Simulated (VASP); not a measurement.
# MgS (R3m) in VASP: single point with PBE

Aim: the single point of MgS with PBE.

Program: VASP 6.6.1. These are calculated values, not measurements. Logs are shortened: lines on timing, memory, paths and dates and some standing lists are left out, and cuts for length are marked.

## 1. The cell of the first run

Symmetry: R3m, No. 160, trigonal system. Conventional cell: a = 4.129 Å, b = 4.129 Å, c = 20.229 Å, α = 90.00°, β = 90.00°, γ = 120.00°. Mg (site symmetry 3m) has 4 S at 2.52 to 2.58 Å within 3.3 Å. Mg (site symmetry 3m) has 4 S at 2.48 to 2.54 Å within 3.3 Å. Within 3.3 Å of S (site symmetry 3m) lie 4 Mg at 2.48 to 2.52 Å. S (site symmetry 3m) has 4 Mg at 2.54 to 2.58 Å within 3.3 Å.

## 2. Single point, PBE (atoms displaced along a vibrational mode, the cell strained)

The input, INCAR:

```
PREC = Accurate
ENCUT = 520
EDIFF = 1E-7
ISMEAR = 0
SIGMA = 0.05
LREAL = F
LASPH = T
NELM = 60
ALGO = Normal
ISIF = 2
LWAVE = F
LCHARG = F
GGA = PE
NBANDS = 16
ISYM = 0
```

The input, KPOINTS:

```
Automatic mesh
0
Gamma
  9 9 8
```

The input, POSCAR:

```
MgS
1.0
    0.0000000000     -2.9198052839     -2.9198052839
   -2.9198052839      0.0000000000     -2.9198052839
    2.9198052839      2.9198052839     -5.8396105679
Mg S
2 2
Direct
    0.0017733441      0.0017733441     -0.0053203310
    0.4982266559      0.4982266559      0.5053203310
    0.3757699426      0.3757699426      0.8726904190
    0.8742300574      0.8742300574      0.3773095810
```

Potentials or basis: VASP PAW PBE potentials, release 64 (Mg, S).

On the command line:

```bash
cat potpaw_PBE.64/Mg/POTCAR potpaw_PBE.64/S/POTCAR > POTCAR
mpirun -np 1 vasp_std > vasp.out
```

OUTCAR:

```text
PREC = Accurate
   ENCUT = 520
   EDIFF = 1E-7
   ISMEAR = 0
   LREAL = F
   LASPH = T
   NELM = 60
   ISIF = 2
   GGA = PE
   ISYM = 0

 ion  position               nearest neighbor table
   1  0.002  0.002  0.995-   3 2.52   3 2.52   3 2.52   4 2.58
   2  0.498  0.498  0.505-   3 2.48   4 2.54   4 2.54   4 2.54
   3  0.376  0.376  0.873-   2 2.48   1 2.52   1 2.52   1 2.52
   4  0.874  0.874  0.377-   2 2.54   2 2.54   2 2.54   1 2.58

IMPORTANT INFORMATION: All symmetrisations will be switched off!
NOSYMM: (Re-)initialisation of all symmetry stuff for point group C_1.

----------------------------------------------------------------------------------------

                                     Primitive cell

  volume of cell :      99.5684

  direct lattice vectors                    reciprocal lattice vectors
     0.000000000 -2.919805284 -2.919805284     0.085622148 -0.256866444 -0.085622148
    -2.919805284  0.000000000 -2.919805284    -0.256866444  0.085622148 -0.085622148
     2.919805284  2.919805284 -5.839610568     0.085622148  0.085622148 -0.085622148

  length of vectors
     4.129228232  4.129228232  7.152033094     0.283976538  0.283976538  0.148301910

  position of ions in fractional coordinates (direct lattice)
     0.001773344  0.001773344  0.994679669
     0.498226656  0.498226656  0.505320331
     0.375769943  0.375769943  0.872690419
     0.874230057  0.874230057  0.377309581

  ion indices of the primitive-cell ions
   primitive index   ion index
                 1           1
                 2           2
                 3           3
                 4           4

----------------------------------------------------------------------------------------

 KPOINTS: Automatic mesh

Automatic generation of k-mesh.
 Grid dimensions read from file:
 generate k-points for:    9    9    8

 Generating k-lattice:

  Cartesian coordinates                     Fractional coordinates (reciprocal lattice)
     0.009513572 -0.028540716 -0.009513572     0.111111111  0.000000000  0.000000000
    -0.028540716  0.009513572 -0.009513572     0.000000000  0.111111111  0.000000000
     0.010702768  0.010702768 -0.010702768     0.000000000  0.000000000  0.125000000

  Length of vectors
     0.031552949  0.031552949  0.018537739

  Shift w.r.t. Gamma in fractional coordinates (k-lattice)
     0.000000000  0.000000000  0.000000000

 -----------------------------------------------------------------------------
|                                                                             |
|           W    W    AA    RRRRR   N    N  II  N    N   GGGG   !!!           |
|           W    W   A  A   R    R  NN   N  II  NN   N  G    G  !!!           |
|           W    W  A    A  R    R  N N  N  II  N N  N  G       !!!           |
|           W WW W  AAAAAA  RRRRR   N  N N  II  N  N N  G  GGG   !            |
|           WW  WW  A    A  R   R   N   NN  II  N   NN  G    G                |
|           W    W  A    A  R    R  N    N  II  N    N   GGGG   !!!           |
|                                                                             |
|     Your reciprocal lattice and k-lattice belong to different lattice       |
|     classes:                                                                |
|                                                                             |
|        The reciprocal lattice is rhombohedral (trigonal),                   |
|        whereas your k-lattice is base-centered monoclinic.                  |
|                                                                             |
|     Results are often still useful ...                                      |
|                                                                             |
 -----------------------------------------------------------------------------

 WARNING: IBZKPT: internal override: KBLOWUP is changed to .FALSE.
      ... skipping the blow-up phase ...

 Subroutine IBZKPT returns following result:
 ===========================================

 Found    325 irreducible k-points:

 Following reciprocal coordinates:
            Coordinates               Weight
  0.000000  0.000000  0.000000      1.000000
  0.111111  0.000000  0.000000      2.000000
  0.222222  0.000000 -0.000000      2.000000
  0.333333  0.000000  0.000000      2.000000
  0.444444  0.000000 -0.000000      2.000000
  0.000000  0.111111  0.000000      2.000000
[... 16 lines left out ...]
 -0.111111  0.222222 -0.000000      2.000000
  0.000000  0.333333  0.000000      2.000000
 [... further k-points ...]
   k-points           NKPTS =    325   k-points in BZ     NKDIM =    325   number of bands    NBANDS=     16
   number of dos      NEDOS =    301   number of ions     NIONS =      4
   total plane-waves  NPLWV =  55296
   dimension x,y,z NGX =    32 NGY =   32 NGZ =   54
   dimension x,y,z NGXF=    64 NGYF=   64 NGZF=  108
   ions per type =               2   2
   NGX,Y,Z   is equivalent  to a cutoff of  12.88, 12.88, 12.55 a.u.
   NGXF,Y,Z  is equivalent  to a cutoff of  25.77, 25.77, 25.10 a.u.
 SYSTEM =  unknown system
   PREC   = accura    normal or accurate (medium, high low for compatibility)
   ISTART =      0    job   : 0-new  1-cont  2-samecut
   ICHARG =      2    charge: 1-file 2-atom 10-const
   ISPIN  =      1    spin polarized calculation?
   LNONCOLLINEAR =      F non collinear calculations
   LSORBIT =      F    spin-orbit coupling
   LASPH  =      T    aspherical Exc in radial PAW
   ENCUT  =  520.0 eV  38.22 Ry    6.18 a.u.   7.68  7.68 13.30*2*pi/ulx,y,z
   NELM   =     60;   NELMIN=  2; NELMDL= -5     # of ELM steps
   EDIFF  = 0.1E-06   stopping-criterion for ELM
   LREAL  =      F    real-space projection
   EDIFFG = 0.1E-05   stopping-criterion for IOM
   NSW    =      0    number of steps for IOM
   IBRION =     -1    ionic relax: 0-MD 1-quasi-New 2-CG
   NFREE  =      0    steps in history (QN), initial steepest desc. (CG)
   ISIF   =      2    stress and relaxation
   ISYM   =      0    0-nonsym 1-usesym 2-fastsym
   POTIM  = 0.5000    time-step for ionic-motion
   TEBEG  =    0.0;   TEEND  =   0.0 temperature during run
   PSTRESS=    0.0 pullay stress
   NELECT =      16.0000    total number of electrons
   NUPDOWN=      -1.0000    fix difference up-down
   EMIN   =  10.00;   EMAX   =-10.00  energy-range for DOS
   EFERMI =   0.00;   METHOD = LEGACY
   ISMEAR =     0;   SIGMA  =   0.05  broadening in eV -4-tet -1-fermi 0-gaus
   EFERMI_NEDOS =   21; number of points for ismear=-14 and -15
   IALGO  =     38    algorithm
   IMIX   =      4    mixing-type and parameters
     AMIX     =   0.40;   BMIX     =  1.00
     AMIX_MAG =   1.60;   BMIX_MAG =  1.00
  volume/ion in A,a.u.               =      24.89       167.98
  Fermi-wavevector in a.u.,A,eV,Ry     =   0.890036  1.681924 10.778048  0.792164
  Thomas-Fermi vector in A             =   2.011674
   LORBIT       =      0    0 simple, 1 ext, 2 COOP (PROOUT), +10 PAW based schemes
   GGA     = PE    functional components
   LHFCALC =     F    Hartree Fock is set to
   AEXX    =    0.0000 exact exchange contribution
   IVDW    =     0    specifies the selected vdW correction
   LEPSILON=     F    determine dielectric tensor
   LRPA    =     F    only Hartree local field effects (RPA)
 non-spin polarized calculation
 Gauss-broadening in eV      SIGMA  =   0.05
  energy-cutoff  :      520.00
  volume of cell :       99.57
 maximum number of plane-waves:      2713
   NGX = 15   NGY = 15   NGZ = 27

 number of electron      16.0000001 magnetization

 Free energy of the ion-electron system (eV)
  ---------------------------------------------------
  ext. energy  EPLUGINS =         0.00000000
  ---------------------------------------------------
  free energy    TOTEN  =       -16.84503986 eV

  energy without entropy =      -16.84503986  energy(sigma->0) =      -16.84503986

 E-fermi :   0.8325     XC(G=0):  -8.0392

 val. band max:        0.5652212159   @ k =   0.0000   0.0000   0.0000
 cond. band min:       3.5200603063   @ k =   0.0000   0.0000   0.0000
 fundamental gap:      2.9548390904
 Fermi energy:         0.8325156673

 k-point     1 :       0.0000    0.0000    0.0000
  band No.  band energies     occupation
      1     -10.4994      2.00000
      2      -9.8881      2.00000
      3      -2.3184      2.00000
      4       0.1640      2.00000
      5       0.1640      2.00000
      6       0.5187      2.00000
[... 8 lines left out ...]
     15       8.2468      0.00000
     16       8.6945      0.00000

 k-point     2 :       0.1111    0.0000    0.0000
  band No.  band energies     occupation
      1     -10.4477      2.00000
      2      -9.8618      2.00000
      3      -2.2247      2.00000
      4      -0.1746      2.00000
      5       0.1073      2.00000
      6       0.1455      2.00000
[... 8 lines left out ...]
     15       8.4343      0.00000
     16       9.0007      0.00000

 k-point     3 :       0.2222    0.0000   -0.0000
  band No.  band energies     occupation
      1     -10.3079      2.00000
      2      -9.7973      2.00000
      3      -1.9639      2.00000
      4      -0.8780      2.00000
      5      -0.6133      2.00000
      6      -0.0264      2.00000
[... 8 lines left out ...]
     15       8.8711      0.00000
     16       9.0061      0.00000

 k-point     4 :       0.3333    0.0000    0.0000
  band No.  band energies     occupation
      1     -10.1269      2.00000
      2      -9.7323      2.00000
      3      -1.7182      2.00000
      4      -1.4590      2.00000
      5      -1.1821      2.00000
      6      -0.1637      2.00000
[... 8 lines left out ...]
     15       9.1170      0.00000
     16       9.7144      0.00000
[... 324 lines left out ...]
 k-point    22 :      -0.2222    0.2222    0.0000
  band No.  band energies     occupation
      1     -10.0576      2.00000
      2      -9.6860      2.00000
      3      -1.6852      2.00000
      4      -1.5543      2.00000
      5      -1.0906      2.00000
      6      -0.6725      2.00000
[... 8 lines left out ...]
     15       8.8923      0.00000
     16       8.9840      0.00000

 k-point    23 :      -0.1111    0.2222   -0.0000
  band No.  band energies     occupation
      1     -10.1986      2.00000
      2      -9.7407      2.00000
      3      -1.7883      2.00000
      4      -1.2653      2.00000
      5      -0.9667      2.00000
      6      -0.2854      2.00000
[... 8 lines left out ...]
     15       8.8401      0.00000
     16       9.5334      0.00000

 k-point    24 :       0.0000    0.3333    0.0000
  band No.  band energies     occupation
      1     -10.1269      2.00000
      2      -9.7323      2.00000
      3      -1.7182      2.00000
      4      -1.4590      2.00000
      5      -1.1821      2.00000
      6      -0.1637      2.00000
[... 8 lines left out ...]
     15       9.1170      0.00000
     16       9.7144      0.00000

 [... further k-points ...]
[... 5 lines left out ...]
  --------------------------------------------------------------------------------------
  -------------------------------------------------------------------------------------
  Total       -2.2428411     -2.2428410     -2.2427946      0.0257485     -0.0257910     -0.0257910
  in kB      -36.0900445    -36.0900442    -36.0892975      0.4143243     -0.4150083     -0.4150088
  external PRESSURE =     -36.0897954 kB  Pullay stress =       0.0000000 kB

 VOLUME and BASIS-vectors are now :
 -----------------------------------------------------------------------------
  energy-cutoff  :      520.00
  volume of cell :       99.57
      direct lattice vectors                 reciprocal lattice vectors
     0.000000000 -2.919805284 -2.919805284     0.085622148 -0.256866444 -0.085622148
    -2.919805284  0.000000000 -2.919805284    -0.256866444  0.085622148 -0.085622148
     2.919805284  2.919805284 -5.839610568     0.085622148  0.085622148 -0.085622148

 POSITION                                       TOTAL-FORCE (eV/Angst)
 -----------------------------------------------------------------------------------
      2.89909      2.89909     -5.81890         0.151755      0.151755     -0.151762
      0.02071      0.02071     -5.86032        -0.177945     -0.177945      0.177950
      1.45091      1.45091     -7.29052         0.096786      0.096786     -0.096758
     -1.45091     -1.45091     -7.30850        -0.070596     -0.070596      0.070570
 -----------------------------------------------------------------------------------
    total drift:                               -0.000001     -0.000001      0.000006

  FREE ENERGIE OF THE ION-ELECTRON SYSTEM (eV)
  ---------------------------------------------------
  free  energy   TOTEN  =       -16.8450398633 eV

  energy  without entropy=      -16.8450398633  energy(sigma->0) =      -16.84503986
```

Run time: 4 min. Hardware: 1 thread of AMD EPYC 9R45 (Zen 5), shared host; peak memory 0.55 GiB.

Results:

- Free energy: -16.8450 eV
- Pressure: -3.6 GPa
- Largest force: 0.308 eV/Å
- Band gap on the k mesh: 2.95 eV

Forces on the atoms (eV/Å):
```
Mg   0.152  0.152 -0.152
Mg  -0.178 -0.178  0.178
S    0.097  0.097 -0.097
S   -0.071 -0.071  0.071
```

Caveat: the cell differs from its parent crystal (atoms displaced along a vibrational mode, the cell strained); the cell stands under tension; an odd mesh through Γ misses points on the zone boundary, where band edges can lie.
